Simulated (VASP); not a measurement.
Runs of VASP 6.6.1 on Rh. The structure is that of space group Immm (No. 71), or close to it. The cells are those of the table. 

```tsv
cell	gap on the mesh (eV)	pressure (GPa)
a = 2.723, b = 2.723, c = 2.363 Å, angles 64.3, 64.3, 70.9°, 1 atom	none	5.1
a = 2.692, b = 2.692, c = 2.593 Å, angles 61.2, 61.2, 64.1°, 1 atom	none	(a)
a = 2.715, b = 2.715, c = 2.495 Å, angles 62.6, 62.6, 67.7°, 1 atom	none	(b)
a = 2.674, b = 2.674, c = 2.557 Å, angles 61.4, 61.4, 63.7°, 1 atom	none	-3.6
a = 2.697, b = 2.697, c = 2.460 Å, angles 62.9, 62.9, 67.4°, 1 atom	none	-1.6
```

Alike in all rows: task single point; level LDA; potentials or basis VASP PAW LDA potentials, release 64 (Rh_pv); no spin polarisation; k mesh 20 × 20 × 20; cutoff (eV) 520; smearing gaussian 0.15 eV.

Question: Estimate the missing entries.

Answer: (a) -10.9; (b) -9.0.

Caveats: the cell stands under tension (at least some runs); the stress differs along the axes, from -18 to 17 GPa (at least some runs); the stress differs along the axes, from -17 to -5 GPa (at least some runs); the stress differs along the axes, from -12 to 4 GPa (at least some runs).

A k mesh can miss the band edges, and the runs leave out spin-orbit coupling on Rh.

A gap of «none» marks levels without a gap at the run's occupations.
